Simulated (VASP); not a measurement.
Wanted: the native input for a VASP 6.6.1 run.

- Task: single point
- Functional: PBE
- Potentials or basis: VASP PAW PBE potentials, release 64 (Na_pv, Cl)
- Cutoff: 520 eV
- k mesh: 2 × 2 × 1, shifted
- Occupations: gaussian, width 0.1 eV
- Spin: no spin polarisation
- Dipole correction: no
- Further INCAR settings: ALGO = Normal; EDIFF = 1e-07; NBANDS = 46; ISYM = 0

The structure of NaCl lies in POSCAR:

```
NaCl
1.0
    6.9870351325     -0.8234572550      0.5858461744
   -0.6855802143      3.7582214252      0.5997829060
    0.5433371056      0.6446758312      9.0302568586
Na Cl
5 5
Direct
    0.0352126079     -0.1035537350      0.7376776900
    0.2353345444      0.6962010588      0.3375255253
    0.8352767370      1.0962334520      0.1376059304
    0.6354997119      0.2964699339      0.5375015943
    0.4352871933      0.4965190214      0.9376390536
    0.7352287136      0.1965583420      0.8376033701
    0.5353039577      0.3961474171      0.2376188537
    1.1353078529      0.7963745038      0.0376189600
    0.3354076623      0.5964968138      0.6375245183
    0.9353501643     -0.0038295929      0.4375816880
```

One way to write it, as run:

INCAR

```
SYSTEM = NaCl
PREC     = Accurate       ! precision mode
ENCUT    = 520            ! plane-wave cutoff, eV
EDIFF    = 1E-7           ! SCF threshold, eV
ISMEAR   = 0              ! smearing method
SIGMA    = 0.1            ! smearing width, eV
LREAL    = .FALSE.        ! projectors in reciprocal space
LASPH    = .TRUE.         ! aspherical terms in the spheres
NELM     = 100            ! most SCF steps
ALGO     = Normal         ! electronic algorithm
ISIF     = 2              ! what is computed and relaxed
LWAVE    = .FALSE.        ! write WAVECAR
LCHARG   = .FALSE.        ! write CHGCAR
GGA      = PE             ! functional
ISYM     = 0            
NBANDS   = 46             ! bands
```

KPOINTS

```
Automatic mesh
0
Gamma
  2 2 1
  0.5 0.5 0
```

Potentials or basis: VASP PAW PBE potentials, release 64 (Na_pv, Cl).

The run is started by

```bash
$ cat potpaw_PBE.64/Na_pv/POTCAR potpaw_PBE.64/Cl/POTCAR > POTCAR
$ mpirun -np 1 vasp_std > vasp.out
```

Results of the run:

The pressure is 0.0 GPa and the largest force is 0.003 eV/Å. The band gap on the k mesh is 6.46 eV.

Caveat: the k points lie up to 0.85 Å⁻¹ apart.

Run time: 16 s on 1 thread of Intel(R) Xeon(R) 6975P-C (Granite Rapids) (shared host), peak memory 0.31 GiB.
